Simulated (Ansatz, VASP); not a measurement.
# One calculation of GaAs, two programs

```
Ga As
1.0
     0.00000    3.01633    2.94451
     3.01633    0.00000    2.94451
     3.01633    3.01633    0.00000
Ga As
1 1
Cartesian
  0.0000 0.0000 0.0000
  4.5245 4.5245 4.4168
```

Change from the starting cell: strain +0.050 along x and y, +0.025 along z, atoms carried along.

Alike in both runs: task single point; functional PBE; k mesh 10 × 10 × 10; occupations gaussian, width 0.03 eV; no spin polarisation.

|  | VASP | Ansatz |
| --- | --- | --- |
| version | VASP 6.6.1 | Ansatz 0.2.0 |
| potentials or method | VASP PAW PBE potentials, release 64 (Ga_d, As), cutoff 500 eV | scalar-relativistic, plane waves, PAW |
| valence electrons in the cell | 18 | 28 |

|  | VASP | Ansatz | Ansatz less VASP |
| --- | --- | --- | --- |
| gap on the k mesh at the Fermi level (eV) | 0.11 | 0.11 | 0.000 |
| least direct gap on the mesh (eV) | 0.11 | 0.11 | 0.000 |
| pressure (GPa) | -5.5 | -5.5 | -0.08 |
| traceless stress, the component that is largest in VASP (GPa) | 0.80 | 0.80 | 0.000 |

VASP's potentials hold 18 valence electrons a cell and Ansatz's 28, so a difference there can come from the potentials and not from the codes.
